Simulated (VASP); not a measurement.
Crystal: Pb.

```
CELL_PARAMETERS angstrom
-1.96637 1.96637 1.96637
1.96637 -1.96637 1.96637
1.96637 1.96637 -1.96637
ATOMIC_POSITIONS crystal
Pb 0.00000 0.00000 0.00000
```

This isn't the form of Pb at room conditions, which is fcc.

Base run:

* Program: VASP 6.6.1
* Functional: r2SCAN
* Potentials or basis: VASP PAW PBE potentials, release 64 (Pb_d)
* Cutoff: 520 eV
* k mesh: 9 × 9 × 9
* Occupations: fermi-dirac, width 0.05 eV
* Spin: no spin polarisation

Its results: band gap on the k mesh zero (bands 7 and 8 overlap by 10.05 eV); pressure 0.5 GPa.

Q: The run is repeated on the same cell with these changes: functional from r2SCAN to pbe exchange, pbesol correlation; cutoff from 520 eV to 500 eV; occupations from fermi-dirac, width 0.05 eV to gaussian, width 0.01 eV. What comes out?

A: Band gap on the k mesh zero (bands 7 and 8 overlap by 9.56 eV); pressure 2.3 GPa.

Caveats: the PAW data sets were made with another functional, which shifts forces and pressure a little; spin-orbit coupling is left out, which moves the levels of the heavy elements.
